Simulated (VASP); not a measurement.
Runs of VASP 6.6.1 on HfH2. The structure is that of space group I4/mmm (No. 139), or close to it. The cells are those of the table. 

```csv
task,cell,k mesh,cutoff (eV),smearing,gap on the mesh (eV),pressure (GPa),relaxed volume (Å³/atom)
relaxation of cell and atoms,"relaxed from a = 3.287 Å, angles 116.1, 116.1, 96.9°, 3 atoms",16 × 16 × 16,600,gaussian 0.1 eV,none,0.0,8.44
relaxation of cell and atoms,"relaxed from a = 3.239 Å, angles 115.3, 115.3, 98.3°, 3 atoms",16 × 16 × 16,600,fermi-dirac 0.15 eV,none,0.0,(a)
single point,"a = 3.287 Å, angles 116.1, 116.1, 96.9°, 3 atoms",8 × 8 × 8,520,gaussian 0.1 eV,none,-5.7,-
single point,"a = 3.239 Å, angles 115.3, 115.3, 98.3°, 3 atoms",16 × 16 × 16,520,gaussian 0.1 eV,none,-0.6,-
single point,"a = 3.243 Å, angles 115.6, 115.6, 97.8°, 3 atoms",16 × 16 × 16,520,fermi-dirac 0.15 eV,none,-0.6,-
```

Alike in all rows: level PBEsol; potentials or basis VASP PAW PBE potentials, release 64 (Hf_pv, H); no spin polarisation.

Q: Fill in the values left out.

A: (a) 8.46.

Caveats: the PAW data sets were made with another functional, which shifts forces and pressure a little; spin-orbit coupling is left out, which moves the levels of the heavy elements.

A k mesh can miss the band edges, and the runs leave out spin-orbit coupling on Hf.

A gap of «none» marks levels without a gap at the run's occupations.
